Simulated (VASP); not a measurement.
Input of a VASP 6.6.1 run:

The input INCAR:

```
PREC     = Accurate       # precision mode
ENCUT    = 520            # plane-wave cutoff, eV
EDIFF    = 1E-7           # SCF threshold, eV
ISMEAR   = -1             # smearing method
SIGMA    = 0.08           # smearing width, eV
LREAL    = False          # projectors in reciprocal space
LASPH    = True           # aspherical terms in the spheres
NELM     = 60             # most SCF steps
ALGO     = Normal         # electronic algorithm
ISIF     = 2              # what is computed and relaxed
LWAVE    = False          # write WAVECAR
LCHARG   = False          # write CHGCAR
GGA      = CA             # functional
NBANDS   = 14             # bands
```

File KPOINTS:

```
Automatic mesh
0
Gamma
  11 11 11
```

Contents of POSCAR:

```
Cl
1.0
    0.0000000000      3.0935300979      3.0935300979
    3.0935300979      0.0000000000      3.0935300979
    3.0935300979      3.0935300979      0.0000000000
Cl
2
Direct
   -0.1250000000     -0.1250000000     -0.1250000000
    0.1250000000      0.1250000000      0.1250000000
```

Potentials or basis: VASP PAW LDA potentials, release 64 (Cl).

Run with:

```console
$ cat potpaw_LDA.64/Cl/POTCAR > POTCAR
$ mpirun -np 1 vasp_std > vasp.out
```

Problem. What does it give for the pressure?

Solution. 0.0 GPa.

Problem. What does it give for the band gap on the k mesh?

Solution. Zero (bands 7 and 8 overlap by 1.52 eV).
